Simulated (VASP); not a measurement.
# BaH (Cmcm) in VASP: single point with PBE

Aim: the single point of BaH with PBE.

Program: VASP 6.6.1. These are calculated values, not measurements. Logs are shortened: lines on timing, memory, paths and dates and some standing lists are left out, and cuts for length are marked.

### 1 The cell of the first run

The structure is orthorhombic, space group Cmcm (No. 63). The conventional cell has a = 3.695 Å, b = 14.038 Å, c = 4.036 Å, α = 90.00°, β = 90.00°, γ = 90.00°. Within 3.8 Å of Ba (site symmetry m2m) lie 6 H at 2.83 to 3.04 Å and 4 Ba at 3.69 to 3.74 Å. H (site symmetry m2m) has 2 H at 2.63 Å and 6 Ba at 2.83 to 3.04 Å within 3.5 Å.

### 2 Single point, PBE

The input, INCAR:

```
SYSTEM = BaH
ALGO = Normal
EDIFF = 1E-7
ENCUT = 520
GGA = PE
ISIF = 2
ISMEAR = 0
LASPH = .TRUE.
LCHARG = .FALSE.
LREAL = .FALSE.
LWAVE = .FALSE.
NBANDS = 19
NELM = 60
PREC = Accurate
SIGMA = 0.1
```

The input, KPOINTS:

```
k-points
0
G
  14 14 12
  0 0 0
```

The input, POSCAR:

```
BaH
1.0
    1.8472594997     -7.0190179647      0.0000000000
    1.8472594997      7.0190179647      0.0000000000
    0.0000000000      0.0000000000      4.0355988821
Ba H
2 2
Direct
    0.3880326503      0.6119673497      0.7500000000
    0.6119673497      0.3880326503      0.2500000000
    0.0601268560      0.9398731440      0.7500000000
    0.9398731440      0.0601268560      0.2500000000
```

Potentials or basis: VASP PAW PBE potentials, release 64 (Ba_sv, H).

Command:

```bash
$ cat potpaw_PBE.64/Ba_sv/POTCAR potpaw_PBE.64/H/POTCAR > POTCAR
$ mpirun -np 1 vasp_std > vasp.out
```

OUTCAR:

```text
SYSTEM = BaH
   EDIFF = 1E-7
   ENCUT = 520
   GGA = PE
   ISIF = 2
   ISMEAR = 0
   LASPH = .TRUE.
   LREAL = .FALSE.
   NELM = 60
   PREC = Accurate

 ion  position               nearest neighbor table
   1  0.388  0.612  0.750-   2 3.74   2 3.74   2 4.74   2 4.74   2 4.74   2 4.74
   2  0.612  0.388  0.250-   1 3.74   1 3.74   1 4.74   1 4.74   1 4.74   1 4.74
   3  0.060  0.940  0.750-
   4  0.940  0.060  0.250-

  LATTYP: Found a base centered orthorhombic cell.
 ALAT       =     3.6945189994
 B/A-ratio  =     3.7996924449
 C/A-ratio  =     1.0923205112

  Lattice vectors:

 A1 = (   1.8472594997,  -7.0190179647,   0.0000000000)
 A2 = (   1.8472594997,   7.0190179647,   0.0000000000)
 A3 = (   0.0000000000,   0.0000000000,   4.0355988821)

Analysis of symmetry for initial positions (statically):
=====================================================================
 Subroutine PRICEL returns:
 Original cell was already a primitive cell.

 Routine SETGRP: Setting up the symmetry group for a
 base centered orthorhombic supercell.

 Subroutine GETGRP returns: Found  8 space group operations
 (whereof  4 operations were pure point group operations)
 out of a pool of  8 trial point group operations.

The static configuration has the point symmetry C_2h.
 The point group associated with its full space group is D_2h.

Analysis of symmetry for dynamics (positions and initial velocities):
=====================================================================
 Subroutine PRICEL returns:
 Original cell was already a primitive cell.

 Routine SETGRP: Setting up the symmetry group for a
 base centered orthorhombic supercell.

 Subroutine GETGRP returns: Found  8 space group operations
 (whereof  4 operations were pure point group operations)
 out of a pool of  8 trial point group operations.

The dynamic configuration has the point symmetry C_2h.
 The point group associated with its full space group is D_2h.

 Subroutine INISYM returns: Found  8 space group operations
 (whereof  4 operations are pure point group operations),
 and found     1 'primitive' translations

----------------------------------------------------------------------------------------

                                     Primitive cell

  volume of cell :     104.6507

  direct lattice vectors                    reciprocal lattice vectors
     1.847259500 -7.019017965  0.000000000     0.270671230 -0.071235036  0.000000000
[... 91 lines left out ...]
   LREAL  =      F    real-space projection
   EDIFFG = 0.1E-05   stopping-criterion for IOM
   NSW    =      0    number of steps for IOM
   IBRION =     -1    ionic relax: 0-MD 1-quasi-New 2-CG
   NFREE  =      0    steps in history (QN), initial steepest desc. (CG)
   ISIF   =      2    stress and relaxation
   ISYM   =      2    0-nonsym 1-usesym 2-fastsym
   POTIM  = 0.5000    time-step for ionic-motion
   TEBEG  =    0.0;   TEEND  =   0.0 temperature during run
   PSTRESS=    0.0 pullay stress
   NELECT =      22.0000    total number of electrons
   NUPDOWN=      -1.0000    fix difference up-down
   EMIN   =  10.00;   EMAX   =-10.00  energy-range for DOS
   EFERMI =   0.00;   METHOD = LEGACY
   ISMEAR =     0;   SIGMA  =   0.10  broadening in eV -4-tet -1-fermi 0-gaus
   EFERMI_NEDOS =   21; number of points for ismear=-14 and -15
   IALGO  =     38    algorithm
   IMIX   =      4    mixing-type and parameters
     AMIX     =   0.40;   BMIX     =  1.00
     AMIX_MAG =   1.60;   BMIX_MAG =  1.00
  volume/ion in A,a.u.               =      26.16       176.55
  Fermi-wavevector in a.u.,A,eV,Ry     =   0.973423  1.839503 12.892234  0.947552
  Thomas-Fermi vector in A             =   2.103801
   LORBIT       =      0    0 simple, 1 ext, 2 COOP (PROOUT), +10 PAW based schemes
   GGA     = PE    functional components
   LHFCALC =     F    Hartree Fock is set to
   AEXX    =    0.0000 exact exchange contribution
   IVDW    =     0    specifies the selected vdW correction
   LEPSILON=     F    determine dielectric tensor
   LRPA    =     F    only Hartree local field effects (RPA)
 non-spin polarized calculation
 Gauss-broadening in eV      SIGMA  =   0.10
  energy-cutoff  :      520.00
  volume of cell :      104.65
 maximum number of plane-waves:      2846
 NGX is ok and might be reduce to    54
   NGX = 27   NGY = 27   NGZ = 15

 number of electron      21.9999998 magnetization

 Free energy of the ion-electron system (eV)
  ---------------------------------------------------
  ext. energy  EPLUGINS =         0.00000000
  ---------------------------------------------------
  free energy    TOTEN  =       -11.29963067 eV

  energy without entropy =      -11.28887774  energy(sigma->0) =      -11.29425421

 E-fermi :   2.6733     XC(G=0):  -8.3351

 val. band max:        2.6703568758   @ k =   0.3571   0.2143   0.3333
 cond. band min:       2.6742054703   @ k =   0.1429   0.0000   0.4167
 fundamental gap:      0.0038485946
 Fermi energy:         2.6732660260

 k-point     1 :       0.0000    0.0000    0.0000
  band No.  band energies     occupation
      1     -26.4105      2.00000
      2     -26.2825      2.00000
      3     -12.0506      2.00000
      4     -11.3820      2.00000
      5     -11.1158      2.00000
      6     -11.0850      2.00000
[... 505 lines left out ...]
      6     -11.2359      2.00000
[... 11 lines left out ...]
     18       5.4623      0.00000
     19       7.3023      0.00000

 [... further k-points ...]

------------------------ aborting loop because EDIFF is reached ----------------------------------------

  FORCE on cell =-STRESS in cart. coord.  units (eV):
  Direction    XX          YY          ZZ          XY          YZ          ZX
  --------------------------------------------------------------------------------------
  -------------------------------------------------------------------------------------
  Total        0.3241281      0.2457050      0.3375632      0.0000000     -0.0000000      0.0000000
  in kB        4.9623230      3.7616844      5.1680106      0.0000000     -0.0000000      0.0000000
  external PRESSURE =       4.6306727 kB  Pullay stress =       0.0000000 kB

 VOLUME and BASIS-vectors are now :
 -----------------------------------------------------------------------------
  energy-cutoff  :      520.00
  volume of cell :      104.65
      direct lattice vectors                 reciprocal lattice vectors
     1.847259500 -7.019017965  0.000000000     0.270671230 -0.071235036  0.000000000
     1.847259500  7.019017965  0.000000000     0.270671230  0.071235036  0.000000000
     0.000000000  0.000000000  4.035598882     0.000000000  0.000000000  0.247794696

 POSITION                                       TOTAL-FORCE (eV/Angst)
 -----------------------------------------------------------------------------------
      1.84726      1.57180      3.02670         0.000000      0.070444     -0.000000
      1.84726     -1.57180      1.00890         0.000000     -0.070444      0.000000
      1.84726      6.17495      3.02670         0.000000     -0.002254     -0.000000
      1.84726     -6.17495      1.00890         0.000000      0.002254     -0.000000
 -----------------------------------------------------------------------------------
    total drift:                               -0.000000     -0.000000     -0.000000

  FREE ENERGIE OF THE ION-ELECTRON SYSTEM (eV)
  ---------------------------------------------------
  free  energy   TOTEN  =       -11.2996306731 eV

  energy  without entropy=      -11.2888777413  energy(sigma->0) =      -11.29425421
```

OSZICAR:

```text
N       E                     dE             d eps       ncg     rms          rms(c)
DAV:   1     0.139453683802E+03    0.13945E+03   -0.93899E+03 15162   0.976E+02
DAV:   2    -0.293721009659E+01   -0.14239E+03   -0.13905E+03 20820   0.197E+02
DAV:   3    -0.119436791752E+02   -0.90065E+01   -0.89357E+01 20629   0.525E+01
DAV:   4    -0.122330044418E+02   -0.28933E+00   -0.28891E+00 23060   0.688E+00
DAV:   5    -0.122358516422E+02   -0.28472E-02   -0.28466E-02 20186   0.641E-01    0.568E+00
DAV:   6    -0.114293288216E+02    0.80652E+00   -0.13042E+00 16620   0.405E+00    0.304E+00
DAV:   7    -0.112905955772E+02    0.13873E+00   -0.85214E-01 18106   0.322E+00    0.868E-01
DAV:   8    -0.112978473241E+02   -0.72517E-02   -0.65231E-02 18019   0.104E+00    0.222E-01
DAV:   9    -0.112991385381E+02   -0.12912E-02   -0.40165E-03 21755   0.320E-01    0.964E-02
DAV:  10    -0.112996082281E+02   -0.46969E-03   -0.52881E-04 17408   0.161E-01    0.281E-02
DAV:  11    -0.112996339582E+02   -0.25730E-04   -0.38689E-05 20653   0.362E-02    0.120E-02
DAV:  12    -0.112996306752E+02    0.32831E-05   -0.13975E-05 19694   0.159E-02    0.209E-03
DAV:  13    -0.112996306731E+02    0.20916E-08   -0.56826E-07 16031   0.365E-03
   1 F= -.11299631E+02 E0= -.11294254E+02  d E =-.107529E-01
```

stdout:

```text
POSCAR found type information on POSCAR BaH
 POSCAR found :  2 types and       4 ions
 scaLAPACK will be used
 LDA part: xc-table for (Slater+PW92), standard interpolation
 POSCAR, INCAR and KPOINTS ok, starting setup
 FFT: planning ... GRIDC
 FFT: planning ... GRID_SOFT
 FFT: planning ... GRID
 WAVECAR not read
 entering main loop
```

It took 12 min on 1 thread of Intel Xeon Platinum 8488C (Sapphire Rapids), shared host; peak memory 0.8 GiB.

Results:

```yaml
Free_energy: -11.2996 eV
Pressure: 0.5 GPa
Largest_force: 0.070 eV/Å
Band_gap_on_the_k_mesh: zero (bands 11 and 12 overlap by 1.00 eV)
```

Forces in eV/Å, atoms in the order of the input:
```
Ba   0.000  0.070  0.000
Ba   0.000 -0.070  0.000
H    0.000 -0.002  0.000
H    0.000  0.002  0.000
```

Caveat: spin-orbit coupling is left out, which moves the levels of the heavy elements.
